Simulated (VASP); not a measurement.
A run of VASP 6.6.1 is set up as follows.

Contents of INCAR:

```
PREC = Accurate
ENCUT = 520
EDIFF = 1E-8
ISMEAR = -1
SIGMA = 0.03
LREAL = False
LASPH = True
NELM = 80
ALGO = Normal
ISIF = 2
LWAVE = False
LCHARG = False
GGA = PS
LEFG = True
NBANDS = 16
```

KPOINTS

```
regular mesh
0
Gamma
  11 11 4
```

Contents of POSCAR:

```
BN
1.0
    2.5540715384      0.0000000000      0.0000000000
   -1.2770357692      2.2118908353      0.0000000000
    0.0000000000      0.0000000000      6.6612000000
B N
2 2
Direct
    0.3333333333      0.6666666667      0.2500000000
    0.6666666667      0.3333333333      0.7500000000
    0.3333333333      0.6666666667      0.7500000000
    0.6666666667      0.3333333333      0.2500000000
```

Potentials or basis: VASP PAW PBE potentials, release 64 (B, N).

Run with:

```console
$ cat potpaw_PBE.64/B/POTCAR potpaw_PBE.64/N/POTCAR > POTCAR
$ mpirun -np 1 vasp_std > vasp.out
```

Q: Estimate the pressure.

A: -12.4 GPa.

Q: Predict the band gap on the k mesh.

A: 4.13 eV, indirect (least direct gap 4.45 eV).

Stress tensor (GPa, compression positive):
```
-18.90   0.00   0.00
  0.00 -18.90   0.00
  0.00   0.00   0.58
```

Caveat: the cell differs from its parent crystal (equal xx and yy strain of +2 %); without QUAD_EFG the Cq values of the log hold for a quadrupole moment of 1 mb, not for the nuclei; the PAW data sets were made with another functional, which shifts forces and pressure a little; this functional lacks dispersion, which binds the layers, so the pressure and a relaxed spacing across them are unreliable. A k mesh can miss the band edges.
